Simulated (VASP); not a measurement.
# Li (P6_3/mmc) in VASP: a series of runs

Li is run at these levels: PBE+D3(BJ); tasks: relaxation of shape and atoms at fixed volume.

Program: VASP 6.6.1. These are calculated values, not measurements. Logs are shortened: lines on timing, memory, paths and dates and some standing lists are left out, and cuts for length are marked.

## Step 1: The cell of the first run

It takes space group P6_3/mmc (No. 194, hexagonal). Conventional cell: a = 2.890 Å, b = 2.890 Å, c = 9.490 Å, α = 90.00°, β = 90.00°, γ = 120.00°. Li (site symmetry -3m) has 12 Li at 2.89 to 2.90 Å within 3.8 Å. Within 3.8 Å of Li (site symmetry -6m2) lie 12 Li at 2.89 to 2.90 Å.

This isn't the form of Li at room conditions, which is bcc.

## Step 2: Relaxation of shape and atoms at fixed volume, PBE+D3(BJ) (17.16 Å³/atom)

Contents of INCAR:

```
ALGO = Fast ; EDIFF = 1E-7
EDIFFG = -0.01 ; ENCUT = 600
GGA = PE ; IBRION = 2
ISIF = 4 ; ISMEAR = 0
IVDW = 12 ; LASPH = T
LCHARG = F ; LREAL = F
LWAVE = F ; NELM = 60
NSW = 50 ; PREC = Accurate
SIGMA = 0.1
```

Contents of KPOINTS:

```
k-points
0
Gamma
  18 18 6
```

Contents of POSCAR:

```
Li
1.0
    2.8898175560      0.0000000000      0.0000000000
   -1.4449087780      2.5026554158      0.0000000000
    0.0000000000      0.0000000000      9.4900439315
Li
4
Direct
    0.0000000000      0.0000000000      0.0000000000
    0.3333333333      0.6666666667      0.2500000000
    0.0000000000      0.0000000000      0.5000000000
    0.6666666667      0.3333333333      0.7500000000
```

Potentials or basis: VASP PAW PBE potentials, release 64 (Li_sv).

Run with:

```
> cat potpaw_PBE.64/Li_sv/POTCAR > POTCAR
> mpirun -np 1 vasp_std > vasp.out
```

OUTCAR:

```text
EDIFF = 1E-7
   EDIFFG = -0.01
   ENCUT = 600
   GGA = PE
   IBRION = 2
   ISIF = 4
   ISMEAR = 0
   IVDW = 12
   LASPH = T
   LREAL = F
   NELM = 60
   NSW = 50
   PREC = Accurate
 IVDW          = 12

 ion  position               nearest neighbor table
   1  0.000  0.000  0.000-
   2  0.333  0.667  0.250-
   3  0.000  0.000  0.500-
   4  0.667  0.333  0.750-

  LATTYP: Found a hexagonal cell.
 ALAT       =     2.8898175560
 C/A-ratio  =     3.2839595399

  Lattice vectors:

 A1 = (   2.8898175560,   0.0000000000,   0.0000000000)
 A2 = (  -1.4449087780,   2.5026554158,   0.0000000000)
 A3 = (   0.0000000000,   0.0000000000,   9.4900439315)

Analysis of symmetry for initial positions (statically):
=====================================================================
 Subroutine PRICEL returns:
 Original cell was already a primitive cell.

 Routine SETGRP: Setting up the symmetry group for a
 hexagonal supercell.

 Subroutine GETGRP returns: Found 24 space group operations
 (whereof 12 operations were pure point group operations)
 out of a pool of 24 trial point group operations.

The static configuration has the point symmetry D_3d.
 The point group associated with its full space group is D_6h.

Analysis of symmetry for dynamics (positions and initial velocities):
=====================================================================
 Subroutine PRICEL returns:
 Original cell was already a primitive cell.

 Routine SETGRP: Setting up the symmetry group for a
 hexagonal supercell.

 Subroutine GETGRP returns: Found 24 space group operations
 (whereof 12 operations were pure point group operations)
 out of a pool of 24 trial point group operations.

The dynamic configuration has the point symmetry D_3d.
 The point group associated with its full space group is D_6h.

 Subroutine INISYM returns: Found 24 space group operations
 (whereof 12 operations are pure point group operations),
 and found     1 'primitive' translations

----------------------------------------------------------------------------------------

                                     Primitive cell

  volume of cell :      68.6341

[... 99 lines left out ...]
   ISYM   =      2    0-nonsym 1-usesym 2-fastsym
   POTIM  = 0.5000    time-step for ionic-motion
   TEBEG  =    0.0;   TEEND  =   0.0 temperature during run
   PSTRESS=    0.0 pullay stress
   NELECT =      12.0000    total number of electrons
   NUPDOWN=      -1.0000    fix difference up-down
   EMIN   =  10.00;   EMAX   =-10.00  energy-range for DOS
   EFERMI =   0.00;   METHOD = LEGACY
   ISMEAR =     0;   SIGMA  =   0.10  broadening in eV -4-tet -1-fermi 0-gaus
   EFERMI_NEDOS =   21; number of points for ismear=-14 and -15
   IALGO  =     68    algorithm
   IMIX   =      4    mixing-type and parameters
     AMIX     =   0.40;   BMIX     =  1.00
     AMIX_MAG =   1.60;   BMIX_MAG =  1.00
  volume/ion in A,a.u.               =      17.16       115.79
  Fermi-wavevector in a.u.,A,eV,Ry     =   0.915423  1.729899 11.401682  0.838000
  Thomas-Fermi vector in A             =   2.040163
   LORBIT       =      0    0 simple, 1 ext, 2 COOP (PROOUT), +10 PAW based schemes
   GGA     = PE    functional components
   LHFCALC =     F    Hartree Fock is set to
   AEXX    =    0.0000 exact exchange contribution
   IVDW    =    12    specifies the selected vdW correction
   LEPSILON=     F    determine dielectric tensor
   LRPA    =     F    only Hartree local field effects (RPA)
 conjugate gradient relaxation of ions
 non-spin polarized calculation
 RMM-DIIS sequential band-by-band and
 Gauss-broadening in eV      SIGMA  =   0.10
  energy-cutoff  :      600.00
  volume of cell :       68.63
 maximum number of plane-waves:      2316
 NGX is ok and might be reduce to    24
   NGX = 11   NGY = 11   NGZ = 37

 number of electron      11.9999991 magnetization

 Free energy of the ion-electron system (eV)
  ---------------------------------------------------
  ext. energy  EPLUGINS =         0.00000000
  ---------------------------------------------------
  free energy    TOTEN  =        -7.52632651 eV

  energy without entropy =       -7.51726292  energy(sigma->0) =       -7.52179472

 E-fermi :   1.1116     XC(G=0):  -7.4635

 val. band max:        1.1058130732   @ k =   0.2778   0.0556   0.3333
 cond. band min:       1.1138533577   @ k =   0.5000   0.0000   0.3333
 fundamental gap:      0.0080402845
 Fermi energy:         1.1116314910

 k-point     1 :       0.0000    0.0000    0.0000
  band No.  band energies     occupation
      1     -45.1306      2.00000
      2     -45.1149      2.00000
      3     -45.1129      2.00000
      4     -45.0969      2.00000
      5      -2.6412      2.00000
      6      -1.4773      2.00000
      7      -1.4770      2.00000
      8       0.9977      1.89300
      9       4.5952      0.00000
     10      10.0028      0.00000
[... 287 lines left out ...]
 k-point    24 :       0.3889    0.1111    0.0000
  band No.  band energies     occupation
      1     -45.0962      2.00000
      2     -45.0915      2.00000
      3     -45.0896      2.00000
      4     -45.0851      2.00000
      5       0.7703      2.00000
      6       1.7226      0.00000
      7       1.7790      0.00000
      8       3.1248      0.00000
      9       5.3127      0.00000
     10       5.7115      0.00000

 [... further k-points ...]

------------------------ aborting loop because EDIFF is reached ----------------------------------------

 Edisp (eV)   -0.79991

 E8    (eV) :    -0.3325

  FORCE on cell =-STRESS in cart. coord.  units (eV):
  Direction    XX          YY          ZZ          XY          YZ          ZX
  --------------------------------------------------------------------------------------
  -------------------------------------------------------------------------------------
  Total       0.40177     0.40177     0.39551     0.00000     0.00000     0.00000
  in kB       9.37880     9.37880     9.23271     0.00000     0.00000     0.00000
  external pressure =        9.33 kB  Pullay stress =        0.00 kB

 VOLUME and BASIS-vectors are now :
 -----------------------------------------------------------------------------
  energy-cutoff  :      600.00
  volume of cell :       68.63
      direct lattice vectors                 reciprocal lattice vectors
     2.889817556  0.000000000  0.000000000     0.346042607  0.199787792  0.000000000
    -1.444908778  2.502655416  0.000000000     0.000000000  0.399575584  0.000000000
     0.000000000  0.000000000  9.490043932     0.000000000  0.000000000  0.105373590

 POSITION                                       TOTAL-FORCE (eV/Angst)
 -----------------------------------------------------------------------------------
      0.00000      0.00000      0.00000         0.000000      0.000000      0.000000
     -0.00000      1.66844      2.37251         0.000000      0.000000     -0.000000
      0.00000      0.00000      4.74502         0.000000      0.000000      0.000000
      1.44491      0.83422      7.11753        -0.000000     -0.000000     -0.000000
 -----------------------------------------------------------------------------------
    total drift:                               -0.000000      0.000000     -0.000000

  FREE ENERGIE OF THE ION-ELECTRON SYSTEM (eV)
  ---------------------------------------------------
  free  energy   TOTEN  =        -8.3262392390 eV

  energy  without entropy=       -8.3171756524  energy(sigma->0) =       -8.32170745

 reached required accuracy - stopping structural energy minimisation
```

Run time: 2.6 min. Hardware: 1 thread of Intel Xeon 8259CL, shared host; peak memory 0.26 GiB.

What came out:

```yaml
Free_energy: -8.3262 eV
Pressure_after_relaxing: 0.9 GPa
Band_gap_on_the_k_mesh: zero (bands 6 and 7 overlap by 4.31 eV)
Dispersion_energy_per_atom: -0.200 eV
```

Final structure:
```xyz
4
Lattice="2.8898 0.0000 0.0000 -1.4449 2.5027 0.0000 0.0000 0.0000 9.4900" Properties=species:S:1:pos:R:3 pbc="T T T"
Li    0.0000    0.0000    0.0000
Li    0.0000    1.6684    2.3725
Li    0.0000    0.0000    4.7450
Li    1.4449    0.8342    7.1175
```

Caveat: the cutoff is under 1.25 times the usual one of these potentials, so pressure, stress and relaxed cells hold a basis-set (Pulay) error; the relaxation stopped at its first step, so nothing moved.

## Step 3: Relaxation of shape and atoms at fixed volume, PBE+D3(BJ) (17.71 Å³/atom)

This run uses another cell than the first one, of 17.71 Å³/atom.

Contents of INCAR:

```
PREC = Accurate ; ENCUT = 600
EDIFF = 1E-6 ; ISMEAR = 0
SIGMA = 0.1 ; LREAL = False
LASPH = True ; NELM = 60
ALGO = Fast ; ISIF = 4
LWAVE = False ; LCHARG = False
GGA = PE ; IVDW = 12
IBRION = 2 ; NSW = 50
EDIFFG = -0.01
```

Contents of KPOINTS:

```
regular mesh
0
Gamma
  18 18 6
```

Contents of POSCAR:

```
Li
1.0
    2.9202389237      0.0000000000      0.0000000000
   -1.4601194619      2.5290010931      0.0000000000
    0.0000000000      0.0000000000      9.5899464723
Li
4
Direct
    0.0000000000      0.0000000000      0.0000000000
    0.3333333333      0.6666666667      0.2500000000
    0.0000000000      0.0000000000      0.5000000000
    0.6666666667      0.3333333333      0.7500000000
```

Potentials or basis: VASP PAW PBE potentials, release 64 (Li_sv).

Run with:

```
> cat potpaw_PBE.64/Li_sv/POTCAR > POTCAR
> mpirun -np 1 vasp_std > vasp.out
```

It took 1.9 min on 1 thread of Intel Xeon 8259CL, shared host; peak memory 0.27 GiB.

The run converged. Its results:

```
Free energy                : -8.3375 eV
Pressure after relaxing    : 0.4 GPa
Band gap on the k mesh     : zero (bands 6 and 7 overlap by 4.26 eV)
Dispersion energy per atom : -0.194 eV
```

Final structure:
```
CELL_PARAMETERS angstrom
2.92024 0.00000 0.00000
-1.46012 2.52900 0.00000
0.00000 0.00000 9.58995
ATOMIC_POSITIONS crystal
Li 0.00000 0.00000 0.00000
Li 0.33333 0.66667 0.25000
Li 0.00000 0.00000 0.50000
Li 0.66667 0.33333 0.75000
```

Levels at points of the mesh, in eV from the Fermi level:
```csv
k point,band 2,band 3,band 4,band 5,band 6,band 7,band 8,band 9,band 10
"(0.00, 0.00, 0.00)",-46.28,-46.28,-46.26,-3.72,-2.56,-2.56,-0.10,3.37,8.70
"(0.50, 0.00, 0.00)",-46.26,-46.25,-46.25,-0.08,0.56,0.72,1.41,3.85,3.87
"(0.00, 0.00, 0.50)",-46.29,-46.27,-46.27,-3.43,-3.43,-1.19,-1.19,5.18,5.18
"(0.50, 0.00, 0.50)",-46.26,-46.25,-46.25,0.12,0.12,1.18,1.18,4.13,4.14
```

Caveat: the cutoff is under 1.25 times the usual one of these potentials, so pressure, stress and relaxed cells hold a basis-set (Pulay) error; the relaxation stopped at its first step, so nothing moved.

## Step 4: Relaxation of shape and atoms at fixed volume, PBE+D3(BJ) (18.80 Å³/atom)

This run uses another cell than the first one, of 18.80 Å³/atom.

Contents of INCAR:

```
SYSTEM = Li
PREC     = Accurate       ! precision mode
ENCUT    = 600            ! plane-wave cutoff, eV
EDIFF    = 1E-6           ! SCF threshold, eV
ISMEAR   = 0              ! smearing method
SIGMA    = 0.1            ! smearing width, eV
LREAL    = .False.        ! projectors in reciprocal space
LASPH    = .True.         ! aspherical terms in the spheres
NELM     = 100            ! most SCF steps
ALGO     = Fast           ! electronic algorithm
ISIF     = 4              ! what is computed and relaxed
LWAVE    = .False.        ! write WAVECAR
LCHARG   = .False.        ! write CHGCAR
GGA      = PE             ! functional
IVDW     = 12             ! dispersion correction
IBRION   = 2              ! ionic algorithm
NSW      = 50             ! ionic steps
EDIFFG   = -0.01          ! ionic threshold
```

Contents of KPOINTS:

```
Automatic mesh
0
Gamma
  18 18 6
  0 0 0
```

Contents of POSCAR:

```
Li
1.0
    2.9792495483      0.0000000000      0.0000000000
   -1.4896247742      2.5801057930      0.0000000000
    0.0000000000      0.0000000000      9.7837349758
Li
4
Direct
    0.0000000000      0.0000000000      0.0000000000
    0.3333333333      0.6666666667      0.2500000000
    0.0000000000      0.0000000000      0.5000000000
    0.6666666667      0.3333333333      0.7500000000
```

Run with:

```
> cat potpaw_PBE.64/Li_sv/POTCAR > POTCAR
> mpirun -np 1 vasp_std > vasp.out
```

Run time: 2.2 min. Hardware: 1 thread of Intel Xeon 8259CL, shared host; peak memory 0.27 GiB.

Results (log left out):

```yaml
Free_energy: -8.3392 eV
Pressure_after_relaxing: -0.6 GPa
Band_gap_on_the_k_mesh: zero (bands 6 and 7 overlap by 4.16 eV)
Dispersion_energy_per_atom: -0.182 eV
```

Final structure:
```xyz
4
Lattice="2.9792 0.0000 0.0000 -1.4896 2.5801 0.0000 0.0000 0.0000 9.7837" Properties=species:S:1:pos:R:3 pbc="T T T"
Li    0.0000    0.0000    0.0000
Li    0.0000    1.7201    2.4459
Li    0.0000    0.0000    4.8919
Li    1.4896    0.8600    7.3378
```

Levels at points of the mesh, in eV from the Fermi level:
```csv
k point,band 4,band 5,band 6,band 7,band 8,band 9
"(0.00, 0.00, 0.00)",-46.36,-3.64,-2.51,-2.51,-0.07,3.15
"(0.50, 0.00, 0.00)",-46.36,-0.06,0.54,0.71,1.35,3.63
"(0.00, 0.00, 0.50)",-46.37,-3.36,-3.36,-1.16,-1.16,4.94
"(0.50, 0.00, 0.50)",-46.36,0.13,0.13,1.13,1.13,3.93
```

Caveat: the cutoff is under 1.25 times the usual one of these potentials, so pressure, stress and relaxed cells hold a basis-set (Pulay) error; the relaxation stopped at its first step, so nothing moved.

## Step 5: Summary

```tsv
cell	gap on the mesh (eV)	pressure (GPa)
relaxed from a = 2.890, b = 2.890, c = 9.490 Å, angles 90.0, 90.0, 120.0°, 4 atoms	none	0.9
relaxed from a = 2.920, b = 2.920, c = 9.590 Å, angles 90.0, 90.0, 120.0°, 4 atoms	none	0.4
relaxed from a = 2.979, b = 2.979, c = 9.784 Å, angles 90.0, 90.0, 120.0°, 4 atoms	none	-0.6
```

Alike in all rows: task relaxation of shape and atoms at fixed volume; level PBE+D3(BJ); potentials or basis VASP PAW PBE potentials, release 64 (Li_sv); no spin polarisation; k mesh 18 × 18 × 6; cutoff (eV) 600; smearing gaussian 0.1 eV.

Caveats: the cutoff is under 1.25 times the usual one of these potentials, so pressure, stress and relaxed cells hold a basis-set (Pulay) error; the relaxation stopped at its first step, so nothing moved.

Absolute energies hang on the potentials; compare differences alone.
